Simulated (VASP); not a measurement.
Zr: relaxation of cell and atoms with revPBE+D3(BJ)

Crystal: Zr.

```
CELL_PARAMETERS angstrom
3.23200 0.00000 0.00000
-1.61600 2.79899 0.00000
0.00000 0.00000 5.14700
ATOMIC_POSITIONS crystal
Zr 0.66667 0.33333 0.75000
Zr 0.33333 0.66667 0.25000
```

```json
{
  "Program": "VASP 6.6.1",
  "Task": "relaxation of cell and atoms",
  "Functional": "revPBE",
  "Dispersion": "D3(BJ)",
  "Potentials or basis": "VASP PAW PBE potentials, release 64 (Zr_sv)",
  "Cutoff": "600 eV",
  "k mesh": "9 × 9 × 5",
  "Occupations": "fermi-dirac, width 0.05 eV",
  "Spin": "no spin polarisation",
  "Dipole correction": "no",
  "Further INCAR settings": "ALGO = Normal; EDIFF = 1e-07; IBRION = 2; EDIFFG = -0.02; NSW = 80; ISIF = 3"
}
```

```
Relaxed volume                        : 22.08 Å³/atom
Relaxed cell                          : a = 3.163 Å, b = 3.163 Å, c = 5.097 Å, α = 90.00°, β = 90.00°, γ = 120.00°
Space group after relaxing (to 0.1 Å) : P6_3/mmc (No. 194)
Energy gained by relaxing             : 18.8 meV/atom
Ionic steps                           : 6
Pressure after relaxing               : 0.1 GPa
Band gap on the k mesh                : zero (bands 12 and 13 overlap by 1.15 eV)
Dispersion energy per atom            : -1.000 eV
```

The path:
```tsv
step	energy change (eV)	largest force (eV/Å)	pressure (GPa)	volume (Å³)
1	0.0000	0.0000	-4.75	46.56
2	-0.0029	0.0000	5.33	42.06
3	-0.0368	0.0000	0.00	44.21
4	-0.0368	0.0000	0.11	44.16
5	-0.0375	0.0000	0.09	44.15
6	-0.0376	0.0000	0.07	44.15
```

Final structure:
```
Zr
1.0
     3.16253    0.00000    0.00000
    -1.58127    2.73883    0.00000
     0.00000    0.00000    5.09740
Zr
2
Cartesian
  1.5813 0.9129 3.8230
  0.0000 1.8259 1.2743
```

Levels at points of the mesh, in eV from the Fermi level:
| k point | band 10 | band 11 | band 12 | band 13 | band 14 | band 15 |
| --- | --- | --- | --- | --- | --- | --- |
| (0.00, 0.00, 0.00) | -3.18 | 0.90 | 0.90 | 0.93 | 1.27 | 1.61 |

Wall time 56 s on 1 thread of Intel(R) Xeon(R) 6975P-C (Granite Rapids), with other jobs on the host, peak memory 0.2 GiB.

Caveat: the PAW data sets were made with another functional, which shifts forces and pressure a little.
